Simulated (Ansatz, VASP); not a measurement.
## Two plane-wave programs on Rh

```
CELL_PARAMETERS angstrom
2.66409 0.00000 0.00000
-1.33204 2.30717 0.00000
0.00000 0.00000 4.30937
ATOMIC_POSITIONS crystal
Rh 0.33333 0.66667 0.25000
Rh 0.66667 0.33333 0.75000
```

Alike in both runs: functional LDA; k mesh 9 × 9 × 4; occupations gaussian, width 0.1 eV; no spin polarisation.

Ansatz relaxed the structure, and its values are those at the end. VASP's run is a single point on that final structure, the one shown.

|  | VASP | Ansatz |
| --- | --- | --- |
| version | VASP 6.6.1 | Ansatz 0.2.0 |
| potentials or method | VASP PAW LDA potentials, release 64 (Rh_sv_GW), cutoff 530 eV | scalar-relativistic, plane waves, PAW |
| valence electrons in the cell | 34 | 34 |

```csv
,VASP,Ansatz,Ansatz less VASP
gap on the k mesh at the Fermi level (eV),none,none,-
pressure (GPa),-1.9,0.1,+1.98
```

LDA's correlation is that of Perdew and Zunger in VASP and of Perdew and Wang (1992) in Ansatz. A gap of «none» marks a metal or a gap that the smearing closes.

The k mesh is coarse, so the values compare programs but aren't converged.
